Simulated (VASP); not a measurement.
**Hf2CO2: single point with LDA**

System: Hf2CO2, a sheet with vacuum.

```
CELL_PARAMETERS angstrom
3.25000 0.00000 0.00000
-1.62500 2.81458 0.00000
0.00000 0.00000 18.58000
ATOMIC_POSITIONS crystal
O 0.66667 0.33333 0.37675
O 0.33333 0.66667 0.62325
Hf 0.33333 0.66667 0.43219
Hf 0.66667 0.33333 0.56781
C 0.00000 0.00000 0.50000
```

| Quantity | Value |
| --- | --- |
| Program | VASP 6.6.1 |
| Task | single point |
| Functional | LDA |
| Potentials or basis | VASP PAW LDA potentials, release 64 (O, Hf_pv, C) |
| Cutoff | 520 eV |
| k mesh | 12 × 12 × 1 |
| Occupations | gaussian, width 0.03 eV |
| Spin | no spin polarisation |
| Dipole correction | yes |
| Further INCAR settings | ALGO = Normal; EDIFF = 1e-06; NBANDS = 26; NELMDL = -8 |

```
Largest force          : 4.030 eV/Å
Band gap on the k mesh : 1.04 eV (least direct gap 1.84 eV)
```

Forces in eV/Å, atoms in the order of the input:
```
O    0.000  0.000  1.864
O    0.000  0.000 -1.864
Hf   0.000  0.000 -4.030
Hf   0.000  0.000  4.030
C    0.000  0.000  0.000
```

Levels at points of the mesh, in eV from the valence-band top:
```csv
k point,band 14,band 15,band 16,band 17,band 18,band 19,band 20,band 21,band 22,band 23
"(0.00, 0.00, 0.00)",-3.32,-3.05,-0.70,0.00,0.00,2.34,2.34,3.09,4.87,4.87
"(0.50, 0.00, 0.00)",-2.84,-2.74,-2.42,-0.94,-0.81,1.04,4.57,5.52,5.61,5.81
```

Run time: 110 s on 1 thread of Intel(R) Xeon(R) Platinum 8559C (Emerald Rapids), on a shared host, peak memory 0.26 GiB.

Caveat: spin-orbit coupling is left out, which moves the levels of the heavy elements.
